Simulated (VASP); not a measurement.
# Ga (Fm-3m) in VASP: single point with PBE

Aim: the single point of Ga with PBE.

Program: VASP 6.6.1. These are calculated values, not measurements. Logs are shortened: lines on timing, memory, paths and dates and some standing lists are left out, and cuts for length are marked.

## (1) The cell of the first run

The structure is cubic, space group Fm-3m (No. 225). The conventional cell has a = 4.656 Å, b = 4.656 Å, c = 4.656 Å, α = 90.00°, β = 90.00°, γ = 90.00°. Ga (site symmetry m-3m) has 12 Ga at 3.29 Å within 4.3 Å.

## (2) Single point, PBE (Tl replaced by Ga, lengths x 0.905, strained)

Contents of INCAR:

```
SYSTEM = Ga
ALGO = Normal
EDIFF = 1E-7
ENCUT = 520
GGA = PE
ISIF = 2
ISMEAR = 0
LASPH = .TRUE.
LCHARG = .TRUE.
LELF = .TRUE.
LREAL = .FALSE.
LVHAR = .TRUE.
LWAVE = .FALSE.
NBANDS = 12
NELM = 100
PREC = Accurate
SIGMA = 0.1
```

Contents of KPOINTS:

```
k-points
0
G
  16 16 16
  0 0 0
```

Contents of POSCAR:

```
Ga
1.0
    0.0000000000      2.3278630785      2.3278630785
    2.3278630785      0.0000000000      2.3278630785
    2.3278630785      2.3278630785      0.0000000000
Ga
1
Direct
    0.0000000000      0.0000000000      0.0000000000
```

Potentials or basis: VASP PAW PBE potentials, release 64 (Ga_d).

On the command line:

```sh
$ cat potpaw_PBE.64/Ga_d/POTCAR > POTCAR
$ mpirun -np 1 vasp_std > vasp.out
```

OUTCAR:

```text
SYSTEM = Ga
   EDIFF = 1E-7
   ENCUT = 520
   GGA = PE
   ISIF = 2
   ISMEAR = 0
   LASPH = .TRUE.
   LREAL = .FALSE.
   NELM = 100
   PREC = Accurate

 ion  position               nearest neighbor table
   1  0.000  0.000  0.000-

  LATTYP: Found a face centered cubic cell.
 ALAT       =     4.6557261570

  Lattice vectors:

 A1 = (   0.0000000000,   2.3278630785,   2.3278630785)
 A2 = (   2.3278630785,   0.0000000000,   2.3278630785)
 A3 = (   2.3278630785,   2.3278630785,   0.0000000000)

Analysis of symmetry for initial positions (statically):
=====================================================================
 Subroutine PRICEL returns:
 Original cell was already a primitive cell.

 Routine SETGRP: Setting up the symmetry group for a
 face centered cubic supercell.

 Subroutine GETGRP returns: Found 48 space group operations
 (whereof 48 operations were pure point group operations)
 out of a pool of 48 trial point group operations.

The static configuration has the point symmetry O_h .

Analysis of symmetry for dynamics (positions and initial velocities):
=====================================================================
 Subroutine PRICEL returns:
 Original cell was already a primitive cell.

 Routine SETGRP: Setting up the symmetry group for a
 face centered cubic supercell.

 Subroutine GETGRP returns: Found 48 space group operations
 (whereof 48 operations were pure point group operations)
 out of a pool of 48 trial point group operations.

The dynamic configuration has the point symmetry O_h .

 Subroutine INISYM returns: Found 48 space group operations
 (whereof 48 operations are pure point group operations),
 and found     1 'primitive' translations

----------------------------------------------------------------------------------------

                                     Primitive cell

  volume of cell :      25.2291

  direct lattice vectors                    reciprocal lattice vectors
     0.000000000  2.327863079  2.327863079    -0.214789265  0.214789265  0.214789265
     2.327863079  0.000000000  2.327863079     0.214789265 -0.214789265  0.214789265
     2.327863079  2.327863079  0.000000000     0.214789265  0.214789265 -0.214789265

  length of vectors
     3.292095537  3.292095537  3.292095537     0.372025920  0.372025920  0.372025920

  position of ions in fractional coordinates (direct lattice)
     0.000000000  0.000000000  0.000000000

  ion indices of the primitive-cell ions
   primitive index   ion index
                 1           1

----------------------------------------------------------------------------------------

 KPOINTS: k-points

Automatic generation of k-mesh.
 Grid dimensions read from file:
 generate k-points for:   16   16   16

 Generating k-lattice:

  Cartesian coordinates                     Fractional coordinates (reciprocal lattice)
    -0.013424329  0.013424329  0.013424329     0.062500000  0.000000000  0.000000000
     0.013424329 -0.013424329  0.013424329     0.000000000  0.062500000  0.000000000
     0.013424329  0.013424329 -0.013424329     0.000000000  0.000000000  0.062500000

  Length of vectors
     0.023251620  0.023251620  0.023251620

  Shift w.r.t. Gamma in fractional coordinates (k-lattice)
     0.000000000  0.000000000  0.000000000

 Subroutine IBZKPT returns following result:
 ===========================================

 Found    145 irreducible k-points:

 Following reciprocal coordinates:
            Coordinates               Weight
  0.000000  0.000000  0.000000      1.000000
  0.062500  0.000000  0.000000      8.000000
  0.125000  0.000000  0.000000      8.000000
  0.187500  0.000000  0.000000      8.000000
  0.250000  0.000000  0.000000      8.000000
  0.312500  0.000000  0.000000      8.000000
[... 16 lines left out ...]
 -0.125000  0.062500  0.000000     24.000000
 -0.062500  0.062500  0.000000     12.000000
 [... further k-points ...]
   k-points           NKPTS =    145   k-points in BZ     NKDIM =    145   number of bands    NBANDS=     12
   number of dos      NEDOS =    301   number of ions     NIONS =      1
   total plane-waves  NPLWV =  13824
   dimension x,y,z NGX =    24 NGY =   24 NGZ =   24
   dimension x,y,z NGXF=    48 NGYF=   48 NGZF=   48
   ions per type =               1
   NGX,Y,Z   is equivalent  to a cutoff of  12.12, 12.12, 12.12 a.u.
   NGXF,Y,Z  is equivalent  to a cutoff of  24.24, 24.24, 24.24 a.u.
 SYSTEM =  Ga
   PREC   = accura    normal or accurate (medium, high low for compatibility)
   ISTART =      0    job   : 0-new  1-cont  2-samecut
   ICHARG =      2    charge: 1-file 2-atom 10-const
   ISPIN  =      1    spin polarized calculation?
   LNONCOLLINEAR =      F non collinear calculations
   LSORBIT =      F    spin-orbit coupling
   LASPH  =      T    aspherical Exc in radial PAW
   ENCUT  =  520.0 eV  38.22 Ry    6.18 a.u.   6.12  6.12  6.12*2*pi/ulx,y,z
   NELM   =    100;   NELMIN=  2; NELMDL= -5     # of ELM steps
   EDIFF  = 0.1E-06   stopping-criterion for ELM
   LREAL  =      F    real-space projection
   EDIFFG = 0.1E-05   stopping-criterion for IOM
   NSW    =      0    number of steps for IOM
   IBRION =     -1    ionic relax: 0-MD 1-quasi-New 2-CG
   NFREE  =      0    steps in history (QN), initial steepest desc. (CG)
   ISIF   =      2    stress and relaxation
   ISYM   =      2    0-nonsym 1-usesym 2-fastsym
   POTIM  = 0.5000    time-step for ionic-motion
   TEBEG  =    0.0;   TEEND  =   0.0 temperature during run
   PSTRESS=    0.0 pullay stress
   NELECT =      13.0000    total number of electrons
   NUPDOWN=      -1.0000    fix difference up-down
   EMIN   =  10.00;   EMAX   =-10.00  energy-range for DOS
   EFERMI =   0.00;   METHOD = LEGACY
   ISMEAR =     0;   SIGMA  =   0.10  broadening in eV -4-tet -1-fermi 0-gaus
   EFERMI_NEDOS =   21; number of points for ismear=-14 and -15
   IALGO  =     38    algorithm
   IMIX   =      4    mixing-type and parameters
     AMIX     =   0.40;   BMIX     =  1.00
     AMIX_MAG =   1.60;   BMIX_MAG =  1.00
  volume/ion in A,a.u.               =      25.23       170.25
  Fermi-wavevector in a.u.,A,eV,Ry     =   1.312467  2.480204 23.436996  1.722571
  Thomas-Fermi vector in A             =   2.442858
   LORBIT       =      0    0 simple, 1 ext, 2 COOP (PROOUT), +10 PAW based schemes
   GGA     = PE    functional components
   LHFCALC =     F    Hartree Fock is set to
   AEXX    =    0.0000 exact exchange contribution
   IVDW    =     0    specifies the selected vdW correction
   LEPSILON=     F    determine dielectric tensor
   LRPA    =     F    only Hartree local field effects (RPA)
 non-spin polarized calculation
 Gauss-broadening in eV      SIGMA  =   0.10
  energy-cutoff  :      520.00
  volume of cell :       25.23
 maximum number of plane-waves:       700
   NGX = 13   NGY = 13   NGZ = 13

 number of electron      13.0000013 magnetization

 Free energy of the ion-electron system (eV)
  ---------------------------------------------------
  ext. energy  EPLUGINS =         0.00000000
  ---------------------------------------------------
  free energy    TOTEN  =        -2.70846570 eV

  energy without entropy =       -2.70600153  energy(sigma->0) =       -2.70723362

 E-fermi :   3.2040     XC(G=0):  -9.6491

 val. band max:        3.2018536544   @ k =  -0.3125   0.2500   0.0000
 cond. band min:       3.2175553594   @ k =  -0.3125   0.1875   0.0000
 fundamental gap:      0.0157017050
 Fermi energy:         3.2039548205

 k-point     1 :       0.0000    0.0000    0.0000
  band No.  band energies     occupation
      1     -11.5645      2.00000
      2     -11.5645      2.00000
      3     -11.5645      2.00000
      4     -11.5096      2.00000
      5     -11.5096      2.00000
      6      -5.8948      2.00000
      7      12.5314      0.00000
      8      12.5314      0.00000
      9      12.5314      0.00000
     10      16.9554      0.00000
     11      16.9554      0.00000
     12      16.9554      0.00000

 k-point     2 :       0.0625    0.0000    0.0000
  band No.  band energies     occupation
      1     -11.5647      2.00000
      2     -11.5622      2.00000
      3     -11.5622      2.00000
      4     -11.5099      2.00000
      5     -11.5099      2.00000
      6      -5.8146      2.00000
      7      11.6851      0.00000
      8      12.4089      0.00000
      9      12.4089      0.00000
     10      16.1928      0.00000
     11      17.1767      0.00000
     12      17.1767      0.00000

 k-point     3 :       0.1250    0.0000    0.0000
  band No.  band energies     occupation
      1     -11.5656      2.00000
      2     -11.5567      2.00000
      3     -11.5567      2.00000
      4     -11.5096      2.00000
      5     -11.5096      2.00000
      6      -5.5737      2.00000
      7       9.9160      0.00000
      8      12.1124      0.00000
      9      12.1124      0.00000
     10      15.6420      0.00000
     11      17.6931      0.00000
     12      17.6932      0.00000

 k-point     4 :       0.1875    0.0000    0.0000
  band No.  band energies     occupation
      1     -11.5674      2.00000
      2     -11.5517      2.00000
      3     -11.5517      2.00000
      4     -11.5061      2.00000
      5     -11.5061      2.00000
      6      -5.1722      2.00000
      7       7.9590      0.00000
      8      11.7625      0.00000
      9      11.7625      0.00000
     10      15.2613      0.00000
     11      17.9190      0.00000
     12      17.9190      0.00000

 k-point     5 :       0.2500    0.0000    0.0000
  band No.  band energies     occupation
      1     -11.5704      2.00000
      2     -11.5508      2.00000
      3     -11.5508      2.00000
      4     -11.4968      2.00000
      5     -11.4968      2.00000
      6      -4.6113      2.00000
      7       6.0425      0.00000
      8      11.4377      0.00000
      9      11.4377      0.00000
     10      15.0110      0.00000
     11      17.3966      0.00000
     12      17.3966      0.00000

 k-point     6 :       0.3125    0.0000    0.0000
  band No.  band energies     occupation
      1     -11.5741      2.00000
      2     -11.5536      2.00000
      3     -11.5536      2.00000
      4     -11.4838      2.00000
      5     -11.4838      2.00000
      6      -3.8963      2.00000
      7       4.2427      0.00000
      8      11.1748      0.00000
      9      11.1748      0.00000
     10      14.8822      0.00000
     11      16.7371      0.00000
     12      16.7371      0.00000

 k-point     7 :       0.3750    0.0000    0.0000
  band No.  band energies     occupation
      1     -11.5777      2.00000
      2     -11.5573      2.00000
      3     -11.5573      2.00000
      4     -11.4713      2.00000
      5     -11.4713      2.00000
      6      -3.0441      2.00000
      7       2.6042      2.00000
      8      10.9868      0.00000
      9      10.9868      0.00000
     10      14.8604      0.00000
     11      16.2095      0.00000
     12      16.2095      0.00000

 k-point     8 :       0.4375    0.0000    0.0000
  band No.  band energies     occupation
      1     -11.5804      2.00000
      2     -11.5601      2.00000
      3     -11.5601      2.00000
      4     -11.4626      2.00000
      5     -11.4626      2.00000
      6      -2.1234      2.00000
      7       1.2080      2.00000
      8      10.8755      0.00000
      9      10.8755      0.00000
     10      14.9079      0.00000
     11      15.8779      0.00000
     12      15.8779      0.00000
[... 166 lines left out ...]
 k-point    20 :      -0.3125    0.0625    0.0000
  band No.  band energies     occupation
      1     -11.5736      2.00000
      2     -11.5546      2.00000
      3     -11.5521      2.00000
      4     -11.4865      2.00000
      5     -11.4752      2.00000
      6      -3.5557      2.00000
      7       3.7421      0.00000
      8       9.9788      0.00000
      9      11.4142      0.00000
     10      15.3950      0.00000
     11      15.9004      0.00000
     12      16.3534      0.00000

 k-point    21 :      -0.2500    0.0625    0.0000
  band No.  band energies     occupation
      1     -11.5708      2.00000
      2     -11.5508      2.00000
      3     -11.5487      2.00000
      4     -11.5009      2.00000
      5     -11.4864      2.00000
      6      -4.3187      2.00000
      7       5.4874      0.00000
      8      10.1441      0.00000
      9      11.7937      0.00000
     10      15.4655      0.00000
     11      16.6825      0.00000
     12      16.8310      0.00000

 k-point    22 :      -0.1875    0.0625    0.0000
  band No.  band energies     occupation
      1     -11.5687      2.00000
      2     -11.5493      2.00000
      3     -11.5484      2.00000
      4     -11.5114      2.00000
      5     -11.4971      2.00000
      6      -4.9315      2.00000
      7       7.3595      0.00000
      8      10.4320      0.00000
      9      12.1640      0.00000
     10      15.6170      0.00000
     11      17.3995      0.00000
     12      17.5792      0.00000

 k-point    23 :      -0.1250    0.0625    0.0000
  band No.  band energies     occupation
      1     -11.5672      2.00000
      2     -11.5534      2.00000
      3     -11.5517      2.00000
      4     -11.5143      2.00000
      5     -11.5042      2.00000
      6      -5.3864      2.00000
      7       9.2854      0.00000
      8      10.8426      0.00000
      9      12.4583      0.00000
     10      15.8033      0.00000
     11      17.4713      0.00000
     12      18.0625      0.00000

 k-point    24 :      -0.0625    0.0625    0.0000
  band No.  band energies     occupation
      1     -11.5660      2.00000
      2     -11.5595      2.00000
      3     -11.5572      2.00000
      4     -11.5124      2.00000
      5     -11.5077      2.00000
      6      -5.6808      2.00000
      7      10.9666      0.00000
      8      11.4753      0.00000
      9      12.5683      0.00000
     10      15.9439      0.00000
     11      17.1499      0.00000
     12      17.6381      0.00000

 [... further k-points ...]
[... 5 lines left out ...]
  --------------------------------------------------------------------------------------
  -------------------------------------------------------------------------------------
  Total       -1.1099678     -1.1099678     -1.1099678     -0.0000000     -0.0000000      0.0000000
  in kB      -70.4885652    -70.4885652    -70.4885652     -0.0000000     -0.0000000      0.0000000
  external PRESSURE =     -70.4885652 kB  Pullay stress =       0.0000000 kB

 VOLUME and BASIS-vectors are now :
 -----------------------------------------------------------------------------
  energy-cutoff  :      520.00
  volume of cell :       25.23
      direct lattice vectors                 reciprocal lattice vectors
     0.000000000  2.327863079  2.327863079    -0.214789265  0.214789265  0.214789265
     2.327863079  0.000000000  2.327863079     0.214789265 -0.214789265  0.214789265
     2.327863079  2.327863079  0.000000000     0.214789265  0.214789265 -0.214789265

 POSITION                                       TOTAL-FORCE (eV/Angst)
 -----------------------------------------------------------------------------------
      0.00000      0.00000      0.00000         0.000000      0.000000      0.000000
 -----------------------------------------------------------------------------------
    total drift:                               -0.000000      0.000000      0.000000

  FREE ENERGIE OF THE ION-ELECTRON SYSTEM (eV)
  ---------------------------------------------------
  free  energy   TOTEN  =        -2.7084657036 eV

  energy  without entropy=       -2.7060015273  energy(sigma->0) =       -2.70723362
```

It took 9.4 s on 1 thread of Intel Xeon 6975P-C (Granite Rapids), shared host; peak memory 0.17 GiB.

Results:

```
Free energy : -2.7085 eV
Pressure    : -7.0 GPa
```

Levels at points of the mesh, in eV from the Fermi level:
| k point | band 2 | band 3 | band 4 | band 5 | band 6 | band 7 | band 8 | band 9 | band 10 | band 11 |
| --- | --- | --- | --- | --- | --- | --- | --- | --- | --- | --- |
| (0.00, 0.00, 0.00) | -14.77 | -14.77 | -14.71 | -14.71 | -9.10 | 9.33 | 9.33 | 9.33 | 13.75 | 13.75 |
| (0.50, 0.00, 0.00) | -14.77 | -14.77 | -14.66 | -14.66 | -4.76 | -2.72 | 7.63 | 7.63 | 11.74 | 12.56 |
| (0.50, 0.50, 0.00) | -14.81 | -14.67 | -14.65 | -14.65 | -2.91 | -1.65 | 4.10 | 4.10 | 7.01 | 7.54 |

Caveat: the cell differs from its parent crystal (Tl replaced by Ga, lengths x 0.905, strained).
